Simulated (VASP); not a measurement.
# AlN (k3) (P6_3/mmc) in VASP: further runs

AlN (k3) is run at these levels: PBEsol; tasks: single point, relaxation of cell and atoms.

Program: VASP 6.6.1. These are calculated values, not measurements. Logs are shortened: lines on timing, memory, paths and dates and some standing lists are left out, and cuts for length are marked.

### Step 1. The cell of the first run

Symmetry: P6_3/mmc, No. 194, hexagonal system. Conventional cell: a = 3.313 Å, b = 3.313 Å, c = 4.107 Å, α = 90.00°, β = 90.00°, γ = 120.00°. Al (site symmetry -6m2) has 5 N at 1.91 to 2.05 Å within 2.5 Å. N (site symmetry -6m2) has 5 Al at 1.91 to 2.05 Å within 2.5 Å.

### Step 2. Single point, PBEsol

Contents of INCAR:

```
SYSTEM = AlN
PREC     = Accurate       ! precision mode
ENCUT    = 600            ! plane-wave cutoff, eV
EDIFF    = 1E-6           ! SCF threshold, eV
ISMEAR   = 0              ! smearing method
SIGMA    = 0.02           ! smearing width, eV
LREAL    = .FALSE.        ! projectors in reciprocal space
LASPH    = .TRUE.         ! aspherical terms in the spheres
NELM     = 120            ! most SCF steps
ALGO     = Normal         ! electronic algorithm
ISIF     = 2              ! what is computed and relaxed
LWAVE    = .FALSE.        ! write WAVECAR
LCHARG   = .FALSE.        ! write CHGCAR
GGA      = PS             ! functional
NBANDS   = 16             ! bands
GGA_COMPAT= .FALSE.
```

Contents of KPOINTS:

```
regular mesh
0
G
  3 3 2
  0 0 0
```

Contents of POSCAR:

```
AlN
1.0
    3.3128908409      0.0000000000      0.0000000000
   -1.6564454205      2.8690476282      0.0000000000
    0.0000000000      0.0000000000      4.1070523119
Al N
2 2
Direct
    0.3333333333      0.6666666667      0.0000000000
    0.6666666667      0.3333333333      0.5000000000
    0.3333333333      0.6666666667      0.5000000000
    0.6666666667      0.3333333333      1.0000000000
```

Potentials or basis: VASP PAW PBE potentials, release 64 (Al, N).

On the command line:

```bash
> cat potpaw_PBE.64/Al/POTCAR potpaw_PBE.64/N/POTCAR > POTCAR
> mpirun -np 1 vasp_std > vasp.out
```

OUTCAR:

```text
SYSTEM = AlN
   PREC = Accurate
   ENCUT = 600
   EDIFF = 1E-6
   ISMEAR = 0
   LREAL = .FALSE.
   LASPH = .TRUE.
   NELM = 120
   ISIF = 2
   GGA = PS

 ion  position               nearest neighbor table
   1  0.333  0.667  0.000-   4 1.91   4 1.91   4 1.91   3 2.05   3 2.05   2 2.81   2 2.81   2 2.81
                             2 2.81   2 2.81   2 2.81
   2  0.667  0.333  0.500-   3 1.91   3 1.91   3 1.91   4 2.05   4 2.05   1 2.81   1 2.81   1 2.81
                             1 2.81   1 2.81   1 2.81
   3  0.333  0.667  0.500-   2 1.91   2 1.91   2 1.91   1 2.05   1 2.05
   4  0.667  0.333  0.000-   1 1.91   1 1.91   1 1.91   2 2.05   2 2.05

  LATTYP: Found a hexagonal cell.
 ALAT       =     3.3128908409
 C/A-ratio  =     1.2397185748

  Lattice vectors:

 A1 = (   3.3128908409,   0.0000000000,   0.0000000000)
 A2 = (  -1.6564454205,   2.8690476282,   0.0000000000)
 A3 = (   0.0000000000,   0.0000000000,   4.1070523119)

Analysis of symmetry for initial positions (statically):
=====================================================================
 Subroutine PRICEL returns:
 Original cell was already a primitive cell.

 Routine SETGRP: Setting up the symmetry group for a
 hexagonal supercell.

 Subroutine GETGRP returns: Found 24 space group operations
 (whereof 12 operations were pure point group operations)
 out of a pool of 24 trial point group operations.

The static configuration has the point symmetry D_3h.
 The point group associated with its full space group is D_6h.

Analysis of symmetry for dynamics (positions and initial velocities):
=====================================================================
 Subroutine PRICEL returns:
 Original cell was already a primitive cell.

 Routine SETGRP: Setting up the symmetry group for a
 hexagonal supercell.

 Subroutine GETGRP returns: Found 24 space group operations
 (whereof 12 operations were pure point group operations)
 out of a pool of 24 trial point group operations.

The dynamic configuration has the point symmetry D_3h.
 The point group associated with its full space group is D_6h.

 Subroutine INISYM returns: Found 24 space group operations
 (whereof 12 operations are pure point group operations),
 and found     1 'primitive' translations

----------------------------------------------------------------------------------------

                                     Primitive cell

[... 76 lines left out ...]
   LREAL  =      F    real-space projection
   EDIFFG = 0.1E-04   stopping-criterion for IOM
   NSW    =      0    number of steps for IOM
   IBRION =     -1    ionic relax: 0-MD 1-quasi-New 2-CG
   NFREE  =      0    steps in history (QN), initial steepest desc. (CG)
   ISIF   =      2    stress and relaxation
   ISYM   =      2    0-nonsym 1-usesym 2-fastsym
   POTIM  = 0.5000    time-step for ionic-motion
   TEBEG  =    0.0;   TEEND  =   0.0 temperature during run
   PSTRESS=    0.0 pullay stress
   NELECT =      16.0000    total number of electrons
   NUPDOWN=      -1.0000    fix difference up-down
   EMIN   =  10.00;   EMAX   =-10.00  energy-range for DOS
   EFERMI =   0.00;   METHOD = LEGACY
   ISMEAR =     0;   SIGMA  =   0.02  broadening in eV -4-tet -1-fermi 0-gaus
   EFERMI_NEDOS =   21; number of points for ismear=-14 and -15
   IALGO  =     38    algorithm
   IMIX   =      4    mixing-type and parameters
     AMIX     =   0.40;   BMIX     =  1.00
     AMIX_MAG =   1.60;   BMIX_MAG =  1.00
  volume/ion in A,a.u.               =       9.76        65.86
  Fermi-wavevector in a.u.,A,eV,Ry     =   1.216064  2.298028 20.120456  1.478812
  Thomas-Fermi vector in A             =   2.351430
   LORBIT       =      0    0 simple, 1 ext, 2 COOP (PROOUT), +10 PAW based schemes
   GGA     = PS    functional components
   LHFCALC =     F    Hartree Fock is set to
   AEXX    =    0.0000 exact exchange contribution
   IVDW    =     0    specifies the selected vdW correction
   LEPSILON=     F    determine dielectric tensor
   LRPA    =     F    only Hartree local field effects (RPA)
 non-spin polarized calculation
 Gauss-broadening in eV      SIGMA  =   0.02
  energy-cutoff  :      600.00
  volume of cell :       39.04
 maximum number of plane-waves:      1313
 NGX is ok and might be reduce to    28
   NGX = 13   NGY = 13   NGZ = 17

 number of electron      16.0000002 magnetization

 Free energy of the ion-electron system (eV)
  ---------------------------------------------------
  ext. energy  EPLUGINS =         0.00000000
  ---------------------------------------------------
  free energy    TOTEN  =       -30.88994033 eV

  energy without entropy =      -30.88994033  energy(sigma->0) =      -30.88994033

 E-fermi :   8.1760     XC(G=0): -11.4306

 val. band max:        8.0030027110   @ k =   0.0000   0.0000   0.0000
 cond. band min:      11.3760529645   @ k =   0.0000   0.0000   0.0000
 fundamental gap:      3.3730502535
 Fermi energy:         8.1759917260

 k-point     1 :       0.0000    0.0000    0.0000
  band No.  band energies     occupation
      1      -8.8444      2.00000
      2      -4.9665      2.00000
      3       1.0762      2.00000
      4       4.6823      2.00000
      5       4.6823      2.00000
      6       6.4722      2.00000
[... 91 lines left out ...]
      3       1.0586      2.00000
      4       1.0586      2.00000
      5       2.8340      2.00000
      6       2.8340      2.00000
[... 8 lines left out ...]
     15      20.7396      0.00000
     16      20.7396      0.00000

------------------------ aborting loop because EDIFF is reached ----------------------------------------

  FORCE on cell =-STRESS in cart. coord.  units (eV):
  Direction    XX          YY          ZZ          XY          YZ          ZX
  --------------------------------------------------------------------------------------
  -------------------------------------------------------------------------------------
  Total       -0.0409460     -0.0409460     -0.0485764      0.0000000      0.0000000     -0.0000000
  in kB       -1.6805322     -1.6805322     -1.9937054      0.0000000      0.0000000     -0.0000000
  external PRESSURE =      -1.7849233 kB  Pullay stress =       0.0000000 kB

 VOLUME and BASIS-vectors are now :
 -----------------------------------------------------------------------------
  energy-cutoff  :      600.00
  volume of cell :       39.04
      direct lattice vectors                 reciprocal lattice vectors
     3.312890841  0.000000000  0.000000000     0.301851177  0.174273858  0.000000000
    -1.656445421  2.869047628  0.000000000     0.000000000  0.348547717  0.000000000
     0.000000000  0.000000000  4.107052312     0.000000000  0.000000000  0.243483629

 POSITION                                       TOTAL-FORCE (eV/Angst)
 -----------------------------------------------------------------------------------
     -0.00000      1.91270      0.00000        -0.000000     -0.000000      0.000000
      1.65645      0.95635      2.05353        -0.000000     -0.000000      0.000000
     -0.00000      1.91270      2.05353        -0.000000      0.000000      0.000000
      1.65645      0.95635      0.00000         0.000000     -0.000000      0.000000
 -----------------------------------------------------------------------------------
    total drift:                               -0.000000      0.000000     -0.000000

  FREE ENERGIE OF THE ION-ELECTRON SYSTEM (eV)
  ---------------------------------------------------
  free  energy   TOTEN  =       -30.8899403282 eV

  energy  without entropy=      -30.8899403282  energy(sigma->0) =      -30.88994033
```

OSZICAR:

```text
N       E                     dE             d eps       ncg     rms          rms(c)
DAV:   1     0.503016466692E+02    0.50302E+02   -0.84166E+03   192   0.103E+03
DAV:   2    -0.308920950648E+02   -0.81194E+02   -0.72066E+02   280   0.204E+02
DAV:   3    -0.351666143897E+02   -0.42745E+01   -0.42588E+01   248   0.512E+01
DAV:   4    -0.351916695039E+02   -0.25055E-01   -0.25053E-01   232   0.418E+00
DAV:   5    -0.351919738561E+02   -0.30435E-03   -0.30435E-03   240   0.460E-01    0.114E+01
DAV:   6    -0.309689212548E+02    0.42231E+01   -0.82916E+00   248   0.224E+01    0.395E+00
DAV:   7    -0.309330379724E+02    0.35883E-01   -0.70987E-01   224   0.597E+00    0.281E+00
DAV:   8    -0.308981090501E+02    0.34929E-01   -0.10782E-01   200   0.280E+00    0.846E-01
DAV:   9    -0.308895681744E+02    0.85409E-02   -0.20833E-02   248   0.115E+00    0.262E-01
DAV:  10    -0.308900897280E+02   -0.52155E-03   -0.33312E-03   208   0.357E-01    0.182E-01
DAV:  11    -0.308899440113E+02    0.14572E-03   -0.24150E-04   216   0.120E-01    0.442E-02
DAV:  12    -0.308899410487E+02    0.29626E-05   -0.12696E-05   224   0.290E-02    0.841E-03
DAV:  13    -0.308899403282E+02    0.72052E-06   -0.41089E-06   264   0.155E-02
   1 F= -.30889940E+02 E0= -.30889940E+02  d E =-.202446E-35
```

stdout:

```text
POSCAR found type information on POSCAR AlN
 POSCAR found :  2 types and       4 ions
 scaLAPACK will be used
 -----------------------------------------------------------------------------
|                                                                             |
|                                                                             |
|     You enforced a specific xc type in the INCAR file but a different       |
|     I HOPE YOU KNOW WHAT YOU ARE DOING!                                     |
|                                                                             |
 -----------------------------------------------------------------------------

 LDA part: xc-table for (Slater+PW92), standard interpolation
 POSCAR, INCAR and KPOINTS ok, starting setup
 FFT: planning ... GRIDC
 FFT: planning ... GRID_SOFT
 FFT: planning ... GRID
 WAVECAR not read
 entering main loop
```

Run time: 14 s. Hardware: 1 thread of Intel Xeon 8259CL, shared host; peak memory 0.16 GiB.

What came out:

```yaml
Free_energy: -30.8899 eV
Pressure: -0.2 GPa
Band_gap_on_the_k_mesh: 3.37 eV, direct
```

Caveat: the k points lie up to 0.76 Å⁻¹ apart; the PAW data sets were made with another functional, which shifts forces and pressure a little.

### Step 3. Relaxation of cell and atoms, PBEsol

Contents of INCAR:

```
SYSTEM = AlN
PREC     = Accurate       ! precision mode
ENCUT    = 600            ! plane-wave cutoff, eV
EDIFF    = 1E-7           ! SCF threshold, eV
ISMEAR   = 0              ! smearing method
SIGMA    = 0.02           ! smearing width, eV
LREAL    = .False.        ! projectors in reciprocal space
LASPH    = .True.         ! aspherical terms in the spheres
NELM     = 120            ! most SCF steps
ALGO     = Normal         ! electronic algorithm
ISIF     = 3              ! what is computed and relaxed
LWAVE    = .False.        ! write WAVECAR
LCHARG   = .False.        ! write CHGCAR
GGA      = PS             ! functional
IBRION   = 2              ! ionic algorithm
NSW      = 100            ! ionic steps
EDIFFG   = -0.002         ! ionic threshold
GGA_COMPAT= .False.      
NELMIN   = 4
```

Contents of KPOINTS:

```
Automatic mesh
0
Gamma
  3 3 2
  0 0 0
```

Contents of POSCAR:

```
AlN
1.0
    3.3009012253      0.0000000000      0.0000000000
   -1.6504506127      2.8586643165      0.0000000000
    0.0000000000      0.0000000000      4.1421547432
Al N
2 2
Direct
    0.3333333333      0.6666666667      0.0000000000
    0.6666666667      0.3333333333      0.5000000000
    0.3333333333      0.6666666667      0.5000000000
    0.6666666667      0.3333333333      1.0000000000
```

Potentials or basis: VASP PAW PBE potentials, release 64 (Al, N).

On the command line:

```bash
> cat potpaw_PBE.64/Al/POTCAR potpaw_PBE.64/N/POTCAR > POTCAR
> mpirun -np 1 vasp_std > vasp.out
```

OUTCAR:

```text
SYSTEM = AlN
   PREC = Accurate
   ENCUT = 600
   EDIFF = 1E-7
   ISMEAR = 0
   LREAL = .False.
   LASPH = .True.
   NELM = 120
   ISIF = 3
   GGA = PS
   IBRION = 2
   NSW = 100
   EDIFFG = -0.002
   NELMIN = 4

 ion  position               nearest neighbor table
   1  0.333  0.667  0.000-   4 1.91   4 1.91   4 1.91   3 2.07   3 2.07   2 2.81   2 2.81   2 2.81
                             2 2.81   2 2.81   2 2.81
   2  0.667  0.333  0.500-   3 1.91   3 1.91   3 1.91   4 2.07   4 2.07   1 2.81   1 2.81   1 2.81
                             1 2.81   1 2.81   1 2.81
   3  0.333  0.667  0.500-   2 1.91   2 1.91   2 1.91   1 2.07   1 2.07
   4  0.667  0.333  0.000-   1 1.91   1 1.91   1 1.91   2 2.07   2 2.07

  LATTYP: Found a hexagonal cell.
 ALAT       =     3.3009012253
 C/A-ratio  =     1.2548557077

  Lattice vectors:

 A1 = (   3.3009012253,   0.0000000000,   0.0000000000)
 A2 = (  -1.6504506127,   2.8586643165,   0.0000000000)
 A3 = (   0.0000000000,   0.0000000000,   4.1421547432)

Analysis of symmetry for initial positions (statically):
=====================================================================
 Subroutine PRICEL returns:
 Original cell was already a primitive cell.

 Routine SETGRP: Setting up the symmetry group for a
 hexagonal supercell.

 Subroutine GETGRP returns: Found 24 space group operations
 (whereof 12 operations were pure point group operations)
 out of a pool of 24 trial point group operations.

The static configuration has the point symmetry D_3h.
 The point group associated with its full space group is D_6h.

Analysis of symmetry for dynamics (positions and initial velocities):
=====================================================================
 Subroutine PRICEL returns:
 Original cell was already a primitive cell.

 Routine SETGRP: Setting up the symmetry group for a
 hexagonal supercell.

 Subroutine GETGRP returns: Found 24 space group operations
 (whereof 12 operations were pure point group operations)
[... 101 lines left out ...]
   EMIN   =  10.00;   EMAX   =-10.00  energy-range for DOS
   EFERMI =   0.00;   METHOD = LEGACY
   ISMEAR =     0;   SIGMA  =   0.02  broadening in eV -4-tet -1-fermi 0-gaus
   EFERMI_NEDOS =   21; number of points for ismear=-14 and -15
   IALGO  =     38    algorithm
   IMIX   =      4    mixing-type and parameters
     AMIX     =   0.40;   BMIX     =  1.00
     AMIX_MAG =   1.60;   BMIX_MAG =  1.00
  volume/ion in A,a.u.               =       9.77        65.94
  Fermi-wavevector in a.u.,A,eV,Ry     =   1.215554  2.297063 20.103572  1.477571
  Thomas-Fermi vector in A             =   2.350937
   LORBIT       =      0    0 simple, 1 ext, 2 COOP (PROOUT), +10 PAW based schemes
   GGA     = PS    functional components
   LHFCALC =     F    Hartree Fock is set to
   AEXX    =    0.0000 exact exchange contribution
   IVDW    =     0    specifies the selected vdW correction
   LEPSILON=     F    determine dielectric tensor
   LRPA    =     F    only Hartree local field effects (RPA)
 conjugate gradient relaxation of ions
 non-spin polarized calculation
 Gauss-broadening in eV      SIGMA  =   0.02
  energy-cutoff  :      600.00
  volume of cell :       39.09
 maximum number of plane-waves:      1320
 NGX is ok and might be reduce to    28
   NGX = 13   NGY = 13   NGZ = 17

--------------------------------------- Ionic step        1  -------------------------------------------

 number of electron      16.0000002 magnetization

 Free energy of the ion-electron system (eV)
  ---------------------------------------------------
  ext. energy  EPLUGINS =         0.00000000
  ---------------------------------------------------
  free energy    TOTEN  =       -30.88747808 eV

  energy without entropy =      -30.88747808  energy(sigma->0) =      -30.88747808

------------------------ aborting loop because EDIFF is reached ----------------------------------------

  FORCE on cell =-STRESS in cart. coord.  units (eV):
  Direction    XX          YY          ZZ          XY          YZ          ZX
  --------------------------------------------------------------------------------------
  -------------------------------------------------------------------------------------
  Total        0.1528211      0.1528211     -0.4812679     -0.0000000     -0.0000000      0.0000000
  in kB        6.2642918      6.2642918    -19.7276551     -0.0000000     -0.0000000      0.0000000
  external PRESSURE =      -2.3996905 kB  Pullay stress =       0.0000000 kB
[... 139 lines left out ...]
--------------------------------------- Ionic step        5  -------------------------------------------

 number of electron      16.0000002 magnetization

 Free energy of the ion-electron system (eV)
  ---------------------------------------------------
  ext. energy  EPLUGINS =         0.00000000
  ---------------------------------------------------
  free energy    TOTEN  =       -30.89020073 eV

  energy without entropy =      -30.89020073  energy(sigma->0) =      -30.89020073

 E-fermi :   8.1150     XC(G=0): -11.4347

 val. band max:        8.0127690813   @ k =   0.0000   0.0000   0.0000
 cond. band min:      11.3927240424   @ k =   0.0000   0.0000   0.0000
 fundamental gap:      3.3799549611
 Fermi energy:         8.1149761557

 k-point     1 :       0.0000    0.0000    0.0000
  band No.  band energies     occupation
      1      -8.8414      2.00000
      2      -4.9577      2.00000
      3       1.0811      2.00000
      4       4.6894      2.00000
      5       4.6894      2.00000
      6       6.4812      2.00000
      7       6.4812      2.00000
      8       8.0128      2.00000
      9      11.3927      0.00000
     10      12.5020      0.00000
     11      16.2118      0.00000
     12      16.2118      0.00000
[... 104 lines left out ...]
  FREE ENERGIE OF THE ION-ELECTRON SYSTEM (eV)
  ---------------------------------------------------
  free  energy   TOTEN  =       -30.8902007331 eV

  energy  without entropy=      -30.8902007331  energy(sigma->0) =      -30.89020073

 reached required accuracy - stopping structural energy minimisation
```

CONTCAR:

```text
AlN
   1.00000000000000
     3.3120926465639462   -0.0000000000001960   -0.0000000000000000
    -1.6560463233323124    2.8683563716192002    0.0000000000000000
     0.0000000000000000   -0.0000000000000000    4.1052928805947921
  Al              N
     2     2
Direct
     0.3333333332999970    0.6666666667000030    0.0000000000000000
     0.6666666667000030    0.3333333332999970    0.5000000000000000
     0.3333333332999970    0.6666666667000030    0.5000000000000000
     0.6666666667000030    0.3333333332999970    0.0000000000000000

  0.00000000E+00  0.00000000E+00  0.00000000E+00
  0.00000000E+00  0.00000000E+00  0.00000000E+00
  0.00000000E+00  0.00000000E+00  0.00000000E+00
  0.00000000E+00  0.00000000E+00  0.00000000E+00
```

Run time: 45 s. Hardware: 1 thread of Intel Xeon 8259CL, shared host; peak memory 0.16 GiB.

What came out:

```yaml
Free_energy: -30.8902 eV
Relaxed_volume: 9.75 Å³/atom
Relaxed_cell: a = 3.312 Å, b = 3.312 Å, c = 4.105 Å, α = 90.00°, β = 90.00°, γ = 120.00°
Space_group_after_relaxing_to_0.05_Å: P6_3/mmc (No. 194)
Energy_gained_by_relaxing: 0.7 meV/atom
Ionic_steps: 5
Pressure_after_relaxing: 0.0 GPa
Band_gap_on_the_k_mesh: 3.38 eV, direct
```

Step by step:
| step | energy change (eV) | largest force (eV/Å) | pressure (GPa) | volume (Å³) |
| --- | --- | --- | --- | --- |
| 1 | 0.0000 | 0.0000 | -0.24 | 39.09 |
| 2 | -0.0023 | 0.0000 | 0.06 | 39.00 |
| 3 | -0.0027 | 0.0000 | 0.26 | 38.96 |
| 4 | -0.0027 | 0.0000 | -0.29 | 39.05 |
| 5 | -0.0027 | 0.0000 | 0.00 | 39.00 |

Final structure:
```
Al N
1.0
     3.31209    0.00000    0.00000
    -1.65605    2.86836    0.00000
     0.00000    0.00000    4.10529
Al N
2 2
Direct
  0.33333 0.66667 0.00000
  0.66667 0.33333 0.50000
  0.33333 0.66667 0.50000
  0.66667 0.33333 0.00000
```

Caveat: the k points lie up to 0.77 Å⁻¹ apart in the final cell; the PAW data sets were made with another functional, which shifts forces and pressure a little. PBEsol gaps usually lie below the measured ones, often by a third to a half.
